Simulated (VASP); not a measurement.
A run of VASP 6.6.1 is set up as follows.

POSCAR

```
K2Br
1.0
    0.0000000000      3.6934756143      3.6934756143
    3.6934756143      0.0000000000      3.6934756143
    3.6934756143      3.6934756143      0.0000000000
K Br
2 1
Direct
    0.2500000000      0.2500000000      0.2500000000
    0.7500000000      0.7500000000      0.7500000000
    0.0000000000      0.0000000000      0.0000000000
```

INCAR.step1

```
PREC = Accurate ; ENCUT = 520
ISMEAR = 0 ; SIGMA = 0.1
LREAL = False ; LASPH = True
NELM = 60 ; NBANDS = 20
GGA = PE ; ALGO = Normal
EDIFF = 1E-4 ; LWAVE = True
LCHARG = False
```

File INCAR.step2:

```
PREC = Accurate ; ENCUT = 520
EDIFF = 1E-6 ; ISMEAR = 0
SIGMA = 0.1 ; LREAL = False
LASPH = True ; NELM = 60
ALGO = Normal ; ISIF = 2
LWAVE = False ; LCHARG = False
METAGGA = R2SCAN ; LMIXTAU = True
NBANDS = 20 ; ISTART = 1
```

File KPOINTS:

```
regular mesh
0
Gamma
  4 4 4
```

Potentials or basis: VASP PAW PBE potentials, release 64 (K_sv, Br).

Command:

```console
$ cat potpaw_PBE.64/K_sv/POTCAR potpaw_PBE.64/Br/POTCAR > POTCAR
$ cp INCAR.step1 INCAR
$ mpirun -np 1 vasp_std > vasp.out
$ cp INCAR.step2 INCAR
$ mpirun -np 1 vasp_std > vasp.out
```

(1) Predict the pressure.

Results:

(1) 4.3 GPa.

Caveat: the k points lie up to 0.37 Å⁻¹ apart; the PAW data sets were made with another functional, which shifts forces and pressure a little; an odd number of electrons without spin polarisation forces a metal; a magnetic or distorted state may lie lower.
